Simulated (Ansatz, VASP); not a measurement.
## Cu in VASP and in Ansatz

File INCAR:

```
PREC = Accurate ; ENCUT = 600
EDIFF = 1E-7 ; ISMEAR = -1
SIGMA = 0.05 ; LREAL = F
LASPH = T ; NELM = 100
ALGO = Fast ; ISIF = 3
LWAVE = F ; LCHARG = F
GGA = PE ; IVDW = 13
IBRION = 2 ; NSW = 60
EDIFFG = -0.01
```

File KPOINTS:

```
Automatic mesh
0
Gamma
  13 13 13
```

File POSCAR:

```
Cu
1.0
   -1.4427933200      1.4427933200      1.3760814500
    1.4427933200     -1.4427933200      1.3760814500
    1.4427933200      1.4427933200     -1.3760814500
Cu
1
Direct
    0.0000000000      0.0000000000      0.0000000000
```

The input input.yaml:

```yaml
crystal:
  lattice:
    - [-1.44279332, 1.44279332, 1.37608145]
    - [1.44279332, -1.44279332, 1.37608145]
    - [1.44279332, 1.44279332, -1.37608145]
  atoms:
    - { symbol: Cu, position: [0.0, 0.0, 0.0] }
hamiltonian:
  xc: pbe
  pseudopotentials: { kind: paw }
  dispersion: d4
kpoints:
  mp_grid: { grid: [13, 13, 13] }
scf:
  occupations: { method: fermi_dirac, width: 0.05 }
output:
  forces: true
  stress: true
  eigenvalues: true
relax:
  f_tol: 0.01
  max_steps: 40
  cell: { stress_tol: 0.05 }
```

Alike in both runs: task relaxation of cell and atoms; functional PBE; dispersion D4; k mesh 13 × 13 × 13; occupations fermi-dirac, width 0.05 eV; no spin polarisation.

```csv
,VASP,Ansatz
version,VASP 6.6.1,Ansatz 0.2.0
potentials or method,"VASP PAW PBE potentials, release 64 (Cu)",Ansatz PAW
plane-wave cutoff (eV),600,420
valence electrons in the cell,11,19
```

|  | VASP | Ansatz | Ansatz less VASP |
| --- | --- | --- | --- |
| gap on the k mesh at the Fermi level, each at its own relaxed structure (eV) | none | none | - |
| relaxed volume (Å³/atom) | 11.49 | 11.45 | -0.047 |
| relaxed length of the cell vector where the two differ most in proportion (Å) | 2.464 | 2.460 | -0.0034 |

A gap of «none» marks a metal or a gap that the smearing closes. VASP's potentials hold 11 valence electrons a cell and Ansatz's 19, so a difference there can come from the potentials and not from the codes.

Noted on Ansatz's run: the plane-wave basis is chosen anew once the cell has moved, so the energies of steps on either side of that aren't comparable.
